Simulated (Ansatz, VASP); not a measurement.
# MgO in VASP and in Ansatz

```
Mg O
1.0
     0.00000    1.87410    1.87410
     1.87410    0.00000    1.87410
     1.87410    1.87410    0.00000
Mg O
1 1
Direct
  0.00000 0.00000 0.00000
  0.25000 0.25000 0.25000
```

Change from the starting cell: volume scaled by 0.55, PAW files, source ansatz.

Alike in both runs: task single point; functional PBEsol; k mesh 16 × 16 × 16; occupations fermi-dirac, width 0.05 eV; no spin polarisation.

|  | VASP | Ansatz |
| --- | --- | --- |
| version | VASP 6.6.1 | Ansatz 0.2.0 |
| potentials or method | VASP PAW PBE potentials, release 64 (Mg, O) | PAW with other files of Ansatz's library (source ansatz), scalar-relativistic |
| plane-wave cutoff (eV) | 520 | 930 |
| valence electrons in the cell | 8 | 16 |

Ansatz gave:

| Property | Result |
| --- | --- |
| gap on the k mesh at the Fermi level (eV) | 7.26 |
| pressure (GPa) | 237.5 |

What did VASP give for the same quantities?

gap on the k mesh at the Fermi level (eV): 7.25; pressure (GPa): 249.7.

VASP's potentials were made for PBE, not for PBEsol. Both programs put the cell under a high pressure, so it lies far from rest at this level. VASP's potentials hold 8 valence electrons a cell and Ansatz's 16, so a difference there can come from the potentials and not from the codes.

Noted on VASP's run: the cell as given lies far from equilibrium.
